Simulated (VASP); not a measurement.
# BaTiO3 (P4mm) in VASP: relaxation of shape and atoms at fixed volume with PBE+U

Aim: the relaxation of shape and atoms at fixed volume of BaTiO3 with PBE+U.

Program: VASP 6.6.1. These are calculated values, not measurements. Logs are shortened: lines on timing, memory, paths and dates and some standing lists are left out, and cuts for length are marked.

### 1 The cell of the first run

The structure is tetragonal, space group P4mm (No. 99). Conventional cell: a = 3.924 Å, b = 3.924 Å, c = 3.925 Å, α = 90.00°, β = 90.00°, γ = 90.00°. Within 3.7 Å of Ba (site symmetry 4mm) lie 12 O at 2.77 to 2.78 Å and 8 Ti at 3.40 Å. Within 2.6 Å of Ti (site symmetry 4mm) lie 6 O at 1.95 to 1.97 Å. O (site symmetry 4mm) has 2 Ti at 1.95 to 1.97 Å within 2.6 Å. O (site symmetry 2mm) has 2 Ti at 1.96 Å within 2.6 Å.

### 2 Relaxation of shape and atoms at fixed volume, PBE+U (12.08 Å³/atom)

File INCAR:

```
SYSTEM = BaTiO3
  PREC = Accurate
  ENCUT = 600
  EDIFF = 1E-7
  ISMEAR = 0
  SIGMA = 0.02
  LREAL = .FALSE.
  LASPH = .TRUE.
  NELM = 150
  ALGO = Normal
  ISIF = 4
  LWAVE = .FALSE.
  LCHARG = .FALSE.
  LMAXMIX = 4
  LDAU = .TRUE.
  LDAUTYPE = 2
  LDAUL = -1 2 -1
  LDAUU = 0 4 0
  LDAUJ = 0 0 0
  LDAUPRINT = 1
  GGA = PE
  IBRION = 2
  NSW = 50
  EDIFFG = -0.01
```

File KPOINTS:

```
regular mesh
0
G
  8 8 8
  0 0 0
```

File POSCAR:

```
BaTiO3
1.0
    3.9236322846      0.0000000000      0.0000000000
    0.0000000000      3.9236322846      0.0000000000
    0.0000000000      0.0000000000      3.9248554501
Ba Ti O
1 1 3
Direct
    0.0000000000      0.0000000000      0.0080403461
    0.5000000000      0.5000000000      0.5069346564
    0.5000000000      0.5000000000      0.0096880335
    0.5000000000      0.0000000000      0.5091684821
    0.0000000000      0.5000000000      0.5091684821
```

Potentials or basis: VASP PAW PBE potentials, release 64 (Ba_sv, Ti_sv, O).

Run with:

```sh
> cat potpaw_PBE.64/Ba_sv/POTCAR potpaw_PBE.64/Ti_sv/POTCAR potpaw_PBE.64/O/POTCAR > POTCAR
> mpirun -np 1 vasp_std > vasp.out
```

OUTCAR:

```text
SYSTEM = BaTiO3
   PREC = Accurate
   ENCUT = 600
   EDIFF = 1E-7
   ISMEAR = 0
   LREAL = .FALSE.
   LASPH = .TRUE.
   NELM = 150
   ISIF = 4
   GGA = PE
   IBRION = 2
   NSW = 50
   EDIFFG = -0.01

 ion  position               nearest neighbor table
   1  0.000  0.000  0.008-   4 2.77   5 2.77   5 2.77   4 2.77   3 2.77   3 2.77   3 2.77   3 2.77
                             4 2.78   5 2.78   5 2.78   4 2.78   2 3.40   2 3.40   2 3.40   2 3.40
   2  0.500  0.500  0.507-   3 1.95   4 1.96   5 1.96   4 1.96   5 1.96   3 1.97   1 3.40   1 3.40
                             1 3.40   1 3.40   1 3.40   1 3.40   1 3.40   1 3.40
   3  0.500  0.500  0.010-   2 1.95   2 1.97   1 2.77   1 2.77   1 2.77   1 2.77
   4  0.500  0.000  0.509-   2 1.96   2 1.96   1 2.77   1 2.77   1 2.78   1 2.78
   5  0.000  0.500  0.509-   2 1.96   2 1.96   1 2.77   1 2.77   1 2.78   1 2.78

  LATTYP: Found a simple tetragonal cell.
 ALAT       =     3.9236322846
 C/A-ratio  =     1.0003117432

  Lattice vectors:

 A1 = (   3.9236322846,   0.0000000000,   0.0000000000)
 A2 = (   0.0000000000,   3.9236322846,   0.0000000000)
 A3 = (   0.0000000000,   0.0000000000,   3.9248554501)

Analysis of symmetry for initial positions (statically):
=====================================================================
 Subroutine PRICEL returns:
 Original cell was already a primitive cell.

 Routine SETGRP: Setting up the symmetry group for a
 simple tetragonal supercell.

 Subroutine GETGRP returns: Found  8 space group operations
 (whereof  8 operations were pure point group operations)
 out of a pool of 16 trial point group operations.

The static configuration has the point symmetry C_4v.

Analysis of symmetry for dynamics (positions and initial velocities):
=====================================================================
 Subroutine PRICEL returns:
 Original cell was already a primitive cell.

 Routine SETGRP: Setting up the symmetry group for a
 simple tetragonal supercell.

 Subroutine GETGRP returns: Found  8 space group operations
 (whereof  8 operations were pure point group operations)
 out of a pool of 16 trial point group operations.

The dynamic configuration has the point symmetry C_4v.
[... 166 lines left out ...]
  -------------------------------------------------------------------------------------
  Total        7.4198804      7.4198804      7.3963139      0.0000000      0.0000000      0.0000000
  in kB      196.7465931    196.7465931    196.1217019      0.0000000      0.0000000      0.0000000
  external PRESSURE =     196.5382960 kB  Pullay stress =       0.0000000 kB
[... 137 lines left out ...]
  FREE ENERGIE OF THE ION-ELECTRON SYSTEM (eV)
  ---------------------------------------------------
  free  energy   TOTEN  =       -36.9920675218 eV

  energy  without entropy=      -36.9920675218  energy(sigma->0) =      -36.99206752

atom =   2  type =  2  l = 2

 onsite density matrix

spin component  1

  0.1068  0.0000 -0.0000 -0.0000 -0.0000
  0.0000  0.1068 -0.0000  0.0000 -0.0000
 -0.0000 -0.0000  0.2507  0.0000  0.0000
 -0.0000  0.0000  0.0000  0.1068  0.0000
 -0.0000 -0.0000  0.0000  0.0000  0.2506

spin component  2

  0.1068  0.0000 -0.0000 -0.0000 -0.0000
  0.0000  0.1068 -0.0000  0.0000 -0.0000
 -0.0000 -0.0000  0.2507  0.0000  0.0000
 -0.0000  0.0000  0.0000  0.1068  0.0000
 -0.0000 -0.0000  0.0000  0.0000  0.2506

 occupancies and eigenvectors

  o =  0.1068  v =  1.0000  0.0000  0.0000  0.0000  0.0000  0.0000  0.0000  0.0000  0.0000  0.0000      0.0000  0.0000  0.0000  0.0000  0.0000  0.0000  0.0000  0.0000  0.0000  0.0000
  o =  0.1068  v =  0.0000  0.0000  0.0000  0.0000  0.0000  1.0000  0.0000  0.0000  0.0000  0.0000      0.0000  0.0000  0.0000  0.0000  0.0000  0.0000  0.0000  0.0000  0.0000  0.0000
  o =  0.1068  v =  0.0000 -0.9897 -0.0000 -0.1434 -0.0000  0.0000  0.0000  0.0000  0.0000  0.0000      0.0000  0.0000  0.0000  0.0000  0.0000  0.0000  0.0000  0.0000  0.0000  0.0000
  o =  0.1068  v =  0.0000  0.0000  0.0000  0.0000  0.0000  0.0000 -0.9897 -0.0000 -0.1434 -0.0000      0.0000  0.0000  0.0000  0.0000  0.0000  0.0000  0.0000  0.0000  0.0000  0.0000
  o =  0.1068  v =  0.0000 -0.1434  0.0000  0.9897 -0.0000  0.0000  0.0000  0.0000  0.0000  0.0000      0.0000  0.0000  0.0000  0.0000  0.0000  0.0000  0.0000  0.0000  0.0000  0.0000
  o =  0.1068  v =  0.0000  0.0000  0.0000  0.0000  0.0000  0.0000 -0.1434  0.0000  0.9897 -0.0000      0.0000  0.0000  0.0000  0.0000  0.0000  0.0000  0.0000  0.0000  0.0000  0.0000
  o =  0.2506  v =  0.0000  0.0000 -0.0000 -0.0000 -1.0000  0.0000  0.0000  0.0000  0.0000  0.0000      0.0000  0.0000  0.0000  0.0000  0.0000  0.0000  0.0000  0.0000  0.0000  0.0000
  o =  0.2506  v =  0.0000  0.0000  0.0000  0.0000  0.0000  0.0000  0.0000 -0.0000 -0.0000 -1.0000      0.0000  0.0000  0.0000  0.0000  0.0000  0.0000  0.0000  0.0000  0.0000  0.0000
  o =  0.2507  v =  0.0000  0.0000  0.0000  0.0000  0.0000  0.0000 -0.0000 -1.0000  0.0000  0.0000      0.0000  0.0000  0.0000  0.0000  0.0000  0.0000  0.0000  0.0000  0.0000  0.0000
  o =  0.2507  v =  0.0000 -0.0000 -1.0000  0.0000  0.0000  0.0000  0.0000  0.0000  0.0000  0.0000      0.0000  0.0000  0.0000  0.0000  0.0000  0.0000  0.0000  0.0000  0.0000  0.0000

--------------------------------------- Ionic step        5  -------------------------------------------

 number of electron      39.9999994 magnetization

 Free energy of the ion-electron system (eV)
  ---------------------------------------------------
  ext. energy  EPLUGINS =         0.00000000
  ---------------------------------------------------
  free energy    TOTEN  =       -36.99208867 eV

  energy without entropy =      -36.99208867  energy(sigma->0) =      -36.99208867

 E-fermi :   4.7147     XC(G=0): -11.5822

 val. band max:        4.4424773652   @ k =   0.5000   0.5000   0.5000
 cond. band min:       6.7964456882   @ k =   0.0000   0.0000   0.0000
 fundamental gap:      2.3539683230
 Fermi energy:         4.7146744679

 k-point     1 :       0.0000    0.0000    0.0000
  band No.  band energies     occupation
      1     -52.9912      2.00000
      2     -29.1881      2.00000
      3     -29.1880      2.00000
      4     -29.1880      2.00000
      5     -20.2535      2.00000
      6     -12.6421      2.00000
[... 637 lines left out ...]
     23       8.7328      0.00000
     24       9.4530      0.00000

 [... further k-points ...]

------------------------ aborting loop because EDIFF is reached ----------------------------------------

  FORCE on cell =-STRESS in cart. coord.  units (eV):
  Direction    XX          YY          ZZ          XY          YZ          ZX
  --------------------------------------------------------------------------------------
  -------------------------------------------------------------------------------------
  Total        7.4058663      7.4058663      7.4126579      0.0000000      0.0000000      0.0000000
  in kB      196.3749933    196.3749933    196.5550803      0.0000000      0.0000000      0.0000000
  external PRESSURE =     196.4350223 kB  Pullay stress =       0.0000000 kB
[... 20 lines left out ...]
  FREE ENERGIE OF THE ION-ELECTRON SYSTEM (eV)
  ---------------------------------------------------
  free  energy   TOTEN  =       -36.9920886720 eV

  energy  without entropy=      -36.9920886720  energy(sigma->0) =      -36.99208867

 reached required accuracy - stopping structural energy minimisation
```

OSZICAR:

```text
N       E                     dE             d eps       ncg     rms          rms(c)
DAV:   1     0.506526427489E+03    0.50653E+03   -0.23401E+04  3600   0.203E+03
DAV:   2     0.269550534367E+01   -0.50383E+03   -0.49469E+03  4600   0.532E+02
[... 39 lines left out ...]
       N       E                     dE             d eps       ncg     rms          rms(c)
DAV:   1    -0.369919688739E+02    0.98597E-04   -0.22742E-02  4200   0.187E+00    0.273E-02
DAV:   2    -0.369920882887E+02   -0.11941E-03   -0.13817E-03  3696   0.275E-01    0.135E-02
DAV:   3    -0.369920893621E+02   -0.10734E-05   -0.43887E-05  5104   0.447E-02    0.792E-03
DAV:   4    -0.369920886026E+02    0.75957E-06   -0.45388E-06  4560   0.212E-02    0.163E-03
DAV:   5    -0.369920886720E+02   -0.69406E-07   -0.72451E-07  3992   0.682E-03
   5 F= -.36992089E+02 E0= -.36992089E+02  d E =-.723622E-04
```

CONTCAR:

```text
BaTiO3
   1.00000000000000
     3.9241254751482515    0.0000000000000000    0.0000000000000000
     0.0000000000000000    3.9241254751482515    0.0000000000000000
     0.0000000000000000    0.0000000000000000    3.9238689475111217
  Ba              Ti              O
     1     1     3
Direct
     0.0000000000000000    0.0000000000000000    0.0085332014718975
     0.5000000000000000    0.5000000000000000    0.5086333617624951
     0.5000000000000000    0.5000000000000000    0.0086260474041473
     0.5000000000000000    0.0000000000000000    0.5086036947807315
     0.0000000000000000    0.5000000000000000    0.5086036947807315

  0.00000000E+00  0.00000000E+00  0.00000000E+00
  0.00000000E+00  0.00000000E+00  0.00000000E+00
  0.00000000E+00  0.00000000E+00  0.00000000E+00
  0.00000000E+00  0.00000000E+00  0.00000000E+00
  0.00000000E+00  0.00000000E+00  0.00000000E+00
```

Wall time 4.7 min (1 thread of Intel Xeon 8259CL, shared host); peak memory 0.25 GiB.

What came out:

- Free energy: -36.9921 eV
- Energy gained by relaxing: 0.1 meV/atom
- Ionic steps: 5
- Pressure after relaxing: 19.6 GPa
- Largest force after relaxing: 0.003 eV/Å
- Band gap on the k mesh: 2.35 eV (least direct gap 2.48 eV)

Forces on the atoms (eV/Å):
```
Ba   0.000  0.000  0.003
Ti   0.000  0.000 -0.002
O    0.000  0.000 -0.001
O    0.000  0.000  0.000
O    0.000  0.000  0.000
```

Step by step:
```tsv
step	energy change (eV)	largest force (eV/Å)	pressure (GPa)	volume (Å³)
1	0.0000	0.0684	19.65	60.42
2	-0.0003	0.0262	19.65	60.42
3	-0.0003	0.0197	19.64	60.42
4	-0.0003	0.0106	19.64	60.42
5	-0.0004	0.0030	19.64	60.42
```

Final structure:
```
Ba Ti O
1.0
     3.92413    0.00000    0.00000
     0.00000    3.92413    0.00000
     0.00000    0.00000    3.92387
Ba Ti O
1 1 3
Direct
  0.00000 0.00000 0.00853
  0.50000 0.50000 0.50863
  0.50000 0.50000 0.00863
  0.50000 0.00000 0.50860
  0.00000 0.50000 0.50860
```

Levels at points of the mesh, in eV from the valence-band top:
```
           k point  band 18  band 19  band 20  band 21  band 22  band 23
(0.00, 0.00, 0.00)    -0.13    -0.13    -0.13     2.35     2.35     2.35
(0.50, 0.00, 0.00)    -1.80    -0.79    -0.79     2.57     4.25     4.25
(0.50, 0.50, 0.00)    -0.85    -0.85    -0.10     4.27     4.27     4.72
(0.00, 0.00, 0.50)    -1.80    -0.79    -0.79     2.57     4.25     4.25
(0.50, 0.00, 0.50)    -0.85    -0.85    -0.10     4.27     4.27     4.72
(0.50, 0.50, 0.50)     0.00     0.00     0.00     5.01     5.01     5.01
```

Eigenvalues of the final occupation matrices:
```
    site  spin  trace               eigenvalues
site 2 d     1   0.82  0.11 0.11 0.11 0.25 0.25
site 2 d     2   0.82  0.11 0.11 0.11 0.25 0.25
```

Caveat: spin-orbit coupling is left out, which moves the levels of the heavy elements.
